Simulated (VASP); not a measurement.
# SiO2 (P4_12_12) in VASP: a series of runs

Aim: see how the results for SiO2 move with the level of theory and the settings. Levels: PBE, r2SCAN. Tasks: electric field gradients.

Everything below comes from runs of VASP 6.6.1. Logs are shortened: lines on timing, memory, paths and dates and some standing lists are left out, and cuts for length are marked.

### Step 1. The cell of the first run

Symmetry: P4_12_12, No. 92, tetragonal system. The conventional cell has a = 4.989 Å, b = 4.989 Å, c = 6.991 Å, α = 90.00°, β = 90.00°, γ = 90.00°. Si (site symmetry 2) has 4 O at 1.60 to 1.61 Å within 2.1 Å. O (site symmetry 1) has 2 Si at 1.60 to 1.61 Å within 2.1 Å.

### Step 2. Electric field gradients, PBE

The input, INCAR:

```
SYSTEM = SiO2
PREC = Accurate
ENCUT = 520
EDIFF = 1E-8
ISMEAR = 0
SIGMA = 0.001
LREAL = .FALSE.
LASPH = .TRUE.
NELM = 80
ALGO = Normal
ISIF = 2
LWAVE = .FALSE.
LCHARG = .FALSE.
GGA = PE
LEFG = .TRUE.
NBANDS = 44
```

The input, KPOINTS:

```
Automatic mesh
0
G
  4 4 3
  0 0 0
```

The input, POSCAR:

```
SiO2
1.0
    4.9890000000      0.0000000000      0.0000000000
    0.0000000000      4.9890000000      0.0000000000
    0.0000000000      0.0000000000      6.9910000000
Si O
4 8
Direct
    0.2976700000      0.2976700000      0.0000000000
    0.2023300000      0.7976700000      0.2500000000
    0.7023300000      0.7023300000      0.5000000000
    0.7976700000      0.2023300000      0.7500000000
    0.2410200000      0.0999400000      0.1760200000
    0.4000600000      0.7410200000      0.4260200000
    0.7589800000      0.9000600000      0.6760200000
    0.5999400000      0.2589800000      0.9260200000
    0.7410200000      0.4000600000      0.5739800000
    0.9000600000      0.7589800000      0.3239800000
    0.2589800000      0.5999400000      0.0739800000
    0.0999400000      0.2410200000      0.8239800000
```

Potentials or basis: VASP PAW PBE potentials, release 64 (Si, O).

The run is started by

```console
> cat potpaw_PBE.64/Si/POTCAR potpaw_PBE.64/O/POTCAR > POTCAR
> mpirun -np 1 vasp_std > vasp.out
```

OUTCAR:

```text
SYSTEM = SiO2
   PREC = Accurate
   ENCUT = 520
   EDIFF = 1E-8
   ISMEAR = 0
   LREAL = .FALSE.
   LASPH = .TRUE.
   NELM = 80
   ISIF = 2
   GGA = PE

 ion  position               nearest neighbor table
   1  0.298  0.298  0.000-   5 1.60  12 1.60  11 1.61   8 1.61   2 3.08   4 3.08   2 3.08   4 3.08

   2  0.202  0.798  0.250-   6 1.60  11 1.60  10 1.61   5 1.61   1 3.08   3 3.08   1 3.08   3 3.08

   3  0.702  0.702  0.500-   7 1.60  10 1.60   9 1.61   6 1.61   2 3.08   4 3.08   4 3.08   2 3.08

   4  0.798  0.202  0.750-   8 1.60   9 1.60   7 1.61  12 1.61   1 3.08   3 3.08   3 3.08   1 3.08

   5  0.241  0.100  0.176-   1 1.60   2 1.61
   6  0.400  0.741  0.426-   2 1.60   3 1.61
   7  0.759  0.900  0.676-   3 1.60   4 1.61
   8  0.600  0.259  0.926-   4 1.60   1 1.61
   9  0.741  0.400  0.574-   4 1.60   3 1.61
  10  0.900  0.759  0.324-   3 1.60   2 1.61
  11  0.259  0.600  0.074-   2 1.60   1 1.61
  12  0.100  0.241  0.824-   1 1.60   4 1.61

  LATTYP: Found a simple tetragonal cell.
 ALAT       =     4.9890000000
 C/A-ratio  =     1.4012828222

  Lattice vectors:

 A1 = (   4.9890000000,   0.0000000000,   0.0000000000)
 A2 = (   0.0000000000,   4.9890000000,   0.0000000000)
 A3 = (   0.0000000000,   0.0000000000,   6.9910000000)

Analysis of symmetry for initial positions (statically):
=====================================================================
 Subroutine PRICEL returns:
 Original cell was already a primitive cell.

 Routine SETGRP: Setting up the symmetry group for a
 simple tetragonal supercell.

 Subroutine GETGRP returns: Found  8 space group operations
 (whereof  2 operations were pure point group operations)
 out of a pool of 16 trial point group operations.

The static configuration has the point symmetry C_2 .
 The point group associated with its full space group is D_4 .

Analysis of symmetry for dynamics (positions and initial velocities):
=====================================================================
 Subroutine PRICEL returns:
 Original cell was already a primitive cell.

 Routine SETGRP: Setting up the symmetry group for a
 simple tetragonal supercell.

 Subroutine GETGRP returns: Found  8 space group operations
 (whereof  2 operations were pure point group operations)
 out of a pool of 16 trial point group operations.

The dynamic configuration has the point symmetry C_2 .
 The point group associated with its full space group is D_4 .

 Subroutine INISYM returns: Found  8 space group operations
 (whereof  2 operations are pure point group operations),
 and found     1 'primitive' translations

----------------------------------------------------------------------------------------

                                     Primitive cell

  volume of cell :     174.0068

  direct lattice vectors                    reciprocal lattice vectors
     4.989000000  0.000000000  0.000000000     0.200440970  0.000000000  0.000000000
     0.000000000  4.989000000  0.000000000     0.000000000  0.200440970  0.000000000
     0.000000000  0.000000000  6.991000000     0.000000000  0.000000000  0.143041053

  length of vectors
     4.989000000  4.989000000  6.991000000     0.200440970  0.200440970  0.143041053

  position of ions in fractional coordinates (direct lattice)
     0.297670000  0.297670000  0.000000000
     0.202330000  0.797670000  0.250000000
     0.702330000  0.702330000  0.500000000
     0.797670000  0.202330000  0.750000000
     0.241020000  0.099940000  0.176020000
     0.400060000  0.741020000  0.426020000
     0.758980000  0.900060000  0.676020000
     0.599940000  0.258980000  0.926020000
     0.741020000  0.400060000  0.573980000
     0.900060000  0.758980000  0.323980000
     0.258980000  0.599940000  0.073980000
     0.099940000  0.241020000  0.823980000

  ion indices of the primitive-cell ions
   primitive index   ion index
[... 93 lines left out ...]
  Fermi-wavevector in a.u.,A,eV,Ry     =   1.172950  2.216554 18.719045  1.375811
  Thomas-Fermi vector in A             =   2.309370
   LORBIT       =      0    0 simple, 1 ext, 2 COOP (PROOUT), +10 PAW based schemes
   GGA     = PE    functional components
   LHFCALC =     F    Hartree Fock is set to
   AEXX    =    0.0000 exact exchange contribution
   IVDW    =     0    specifies the selected vdW correction
   LEPSILON=     F    determine dielectric tensor
   LRPA    =     F    only Hartree local field effects (RPA)
 non-spin polarized calculation
 Gauss-broadening in eV      SIGMA  =   0.00
  energy-cutoff  :      520.00
  volume of cell :      174.01
 maximum number of plane-waves:      4702
 NGX is ok and might be reduce to    40
   NGX = 19   NGY = 19   NGZ = 25

 number of electron      64.0000017 magnetization

 Free energy of the ion-electron system (eV)
  ---------------------------------------------------
  ext. energy  EPLUGINS =         0.00000000
  ---------------------------------------------------
  free energy    TOTEN  =       -94.78223462 eV

  energy without entropy =      -94.78223462  energy(sigma->0) =      -94.78223462

 E-fermi :   0.0807     XC(G=0):  -8.3282

 val. band max:        0.0405542426   @ k =   0.0000   0.0000   0.0000
 cond. band min:       5.8088533409   @ k =   0.0000   0.0000   0.0000
 fundamental gap:      5.7682990984
 Fermi energy:         0.0806931334

 k-point     1 :       0.0000    0.0000    0.0000
  band No.  band energies     occupation
      1     -19.4789      2.00000
      2     -18.5748      2.00000
      3     -18.5748      2.00000
      4     -17.3960      2.00000
      5     -17.3467      2.00000
      6     -17.3372      2.00000
[... 553 lines left out ...]
     43      10.8667      0.00000
     44      10.8667      0.00000

------------------------ aborting loop because EDIFF is reached ----------------------------------------

  FORCE on cell =-STRESS in cart. coord.  units (eV):
  Direction    XX          YY          ZZ          XY          YZ          ZX
  --------------------------------------------------------------------------------------
  -------------------------------------------------------------------------------------
  Total        7.4161599      7.4161599      7.9673908      0.0000000      0.0000000     -0.0000000
  in kB       68.2846920     68.2846920     73.3601807      0.0000000      0.0000000     -0.0000000
  external PRESSURE =      69.9765216 kB  Pullay stress =       0.0000000 kB

 VOLUME and BASIS-vectors are now :
 -----------------------------------------------------------------------------
  energy-cutoff  :      520.00
  volume of cell :      174.01
      direct lattice vectors                 reciprocal lattice vectors
     4.989000000  0.000000000  0.000000000     0.200440970  0.000000000  0.000000000
     0.000000000  4.989000000  0.000000000     0.000000000  0.200440970  0.000000000
     0.000000000  0.000000000  6.991000000     0.000000000  0.000000000  0.143041053

 POSITION                                       TOTAL-FORCE (eV/Angst)
 -----------------------------------------------------------------------------------
      1.48508      1.48508      0.00000         0.081566      0.081566      0.000000
      1.00942      3.97958      1.74775        -0.081566      0.081566      0.000000
      3.50392      3.50392      3.49550        -0.081566     -0.081566      0.000000
      3.97958      1.00942      5.24325         0.081566     -0.081566     -0.000000
      1.20245      0.49860      1.23056        -0.093898      0.126844      0.419554
      1.99590      3.69695      2.97831        -0.126844     -0.093898      0.419554
      3.78655      4.49040      4.72606         0.093898     -0.126844      0.419554
      2.99310      1.29205      6.47381         0.126844      0.093898      0.419554
      3.69695      1.99590      4.01269        -0.093898     -0.126844     -0.419554
      4.49040      3.78655      2.26494        -0.126844      0.093898     -0.419554
      1.29205      2.99310      0.51719         0.093898      0.126844     -0.419554
      0.49860      1.20245      5.76044         0.126844     -0.093898     -0.419554
 -----------------------------------------------------------------------------------
    total drift:                               -0.000000      0.000000     -0.000000

  FREE ENERGIE OF THE ION-ELECTRON SYSTEM (eV)
  ---------------------------------------------------
  free  energy   TOTEN  =       -94.7822346198 eV

  energy  without entropy=      -94.7822346198  energy(sigma->0) =      -94.78223462

 Electric field gradients (V/A^2)
---------------------------------------------------------------------
 ion       V_xx      V_yy      V_zz      V_xy      V_xz      V_yz
---------------------------------------------------------------------
   1       0.571     0.571    -1.142     0.394     1.919    -1.919
   2       0.571     0.571    -1.142    -0.394     1.919     1.919
   3       0.571     0.571    -1.142     0.394    -1.919     1.919
   4       0.571     0.571    -1.142    -0.394    -1.919    -1.919
   5     -45.891    43.028     2.862    17.368   -12.436   -57.758
   6      43.028   -45.891     2.862   -17.368    57.758   -12.436
   7     -45.891    43.028     2.862    17.368    12.436    57.758
   8      43.028   -45.891     2.862   -17.368   -57.758    12.436
   9     -45.891    43.028     2.862   -17.368    12.436   -57.758
  10      43.028   -45.891     2.862    17.368   -57.758   -12.436
  11     -45.891    43.028     2.862   -17.368   -12.436    57.758
  12      43.028   -45.891     2.862    17.368    57.758    12.436
---------------------------------------------------------------------

 Electric field gradients after diagonalization (V/A^2)
 (convention: |V_zz| > |V_xx| > |V_yy|)
----------------------------------------------------------------------
 ion       V_xx      V_yy      V_zz     asymmetry (V_yy - V_xx)/ V_zz
----------------------------------------------------------------------
   1       2.311     0.965    -3.276       0.411
   2       2.311     0.965    -3.276       0.411
   3       2.311     0.965    -3.276       0.411
   4       2.311     0.965    -3.276       0.411
   5     -49.312   -38.204    87.516       0.127
   6     -49.312   -38.204    87.516       0.127
   7     -49.312   -38.204    87.516       0.127
   8     -49.312   -38.204    87.516       0.127
   9     -49.312   -38.204    87.516       0.127
  10     -49.312   -38.204    87.516       0.127
  11     -49.312   -38.204    87.516       0.127
  12     -49.312   -38.204    87.516       0.127
----------------------------------------------------------------------

           NMR quadrupolar parameters

 Cq : quadrupolar parameter    Cq=e*Q*V_zz/h
 eta: asymmetry parameters     (V_yy - V_xx)/ V_zz
 Q  : nuclear electric quadrupole moment in mb (millibarn)
----------------------------------------------------------------------
 ion       Cq(MHz)       eta       Q (mb)
----------------------------------------------------------------------
   1      -0.008       0.411       1.000
   2      -0.008       0.411       1.000
   3      -0.008       0.411       1.000
   4      -0.008       0.411       1.000
   5       0.212       0.127       1.000
   6       0.212       0.127       1.000
   7       0.212       0.127       1.000
   8       0.212       0.127       1.000
   9       0.212       0.127       1.000
  10       0.212       0.127       1.000
  11       0.212       0.127       1.000
  12       0.212       0.127       1.000
----------------------------------------------------------------------
```

Run time: 3 min. Hardware: 1 thread of Intel Xeon 8259CL, shared host; peak memory 0.29 GiB.

Results:

| Item | Value |
| --- | --- |
| Free energy | -94.7822 eV |
| Pressure | 7.0 GPa |
| Largest force | 0.448 eV/Å |
| Band gap on the k mesh | 5.77 eV |
| Largest electric field gradient by atom | Si -3.3; O +87.5 V/Å² |

Forces in eV/Å, atoms in the order of the input:
```
Si   0.082  0.082  0.000
Si  -0.082  0.082  0.000
Si  -0.082 -0.082  0.000
Si   0.082 -0.082  0.000
O   -0.094  0.127  0.420
O   -0.127 -0.094  0.420
O    0.094 -0.127  0.420
O    0.127  0.094  0.420
O   -0.094 -0.127 -0.420
O   -0.127  0.094 -0.420
O    0.094  0.127 -0.420
O    0.127 -0.094 -0.420
```

Levels at points of the mesh, in eV from the valence-band top:
| k point | band 30 | band 31 | band 32 | band 33 | band 34 | band 35 |
| --- | --- | --- | --- | --- | --- | --- |
| (0.00, 0.00, 0.00) | -0.24 | -0.24 | 0.00 | 5.77 | 8.85 | 8.85 |
| (0.50, 0.00, 0.00) | -0.65 | -0.45 | -0.45 | 7.80 | 7.80 | 9.31 |
| (0.50, 0.50, 0.00) | -0.61 | -0.56 | -0.56 | 8.77 | 8.77 | 8.92 |

Electric field gradients, principal values (V/Å²):
```
atom    least   middle  greatest (by size)
1 Si    0.965    2.311              -3.276
2 Si    0.965    2.311              -3.276
3 Si    0.965    2.311              -3.276
4 Si    0.965    2.311              -3.276
 5 O  -38.204  -49.312              87.516
 6 O  -38.204  -49.312              87.516
 7 O  -38.204  -49.312              87.516
 8 O  -38.204  -49.312              87.516
 9 O  -38.204  -49.312              87.516
10 O  -38.204  -49.312              87.516
11 O  -38.204  -49.312              87.516
12 O  -38.204  -49.312              87.516
```

Caveat: the cell stands under pressure; without QUAD_EFG the Cq values of the log hold for a quadrupole moment of 1 mb, not for the nuclei.

(Continued in part 2 of 2.)
